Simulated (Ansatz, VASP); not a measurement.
RbMgH2: VASP beside Ansatz

```xyz
4
Lattice="4.7214 0.0000 0.0000 -2.3607 4.0889 0.0000 0.0000 0.0000 8.5948" Properties=species:S:1:pos:R:3 pbc="T T T"
Rb    0.0000    0.0000    0.0000
Mg    0.0000    0.0000    4.2974
H     0.0000    2.7259    0.0000
H     2.3607    1.3630    0.0000
```

Alike in both runs: functional PBE; k mesh 6 × 6 × 4; occupations gaussian, width 0.1 eV; no spin polarisation.

Ansatz relaxed the structure, and its values are those at the end. VASP's run is a single point on that final structure, the one shown.

|  | VASP | Ansatz |
| --- | --- | --- |
| version | VASP 6.6.1 | Ansatz 0.2.0 |
| potentials or method | VASP PAW PBE potentials, release 64 (Rb_sv, Mg, H), cutoff 520 eV | scalar-relativistic, plane waves, PAW |
| valence electrons in the cell | 13 | 21 |

```tsv
	VASP	Ansatz	Ansatz less VASP
gap on the k mesh at the Fermi level (eV)	none	none	-
pressure (GPa)	0.1	0.1	+0.01
```

A gap of «none» marks a metal or a gap that the smearing closes. VASP's potentials hold 13 valence electrons a cell and Ansatz's 21, so a difference there can come from the potentials and not from the codes.
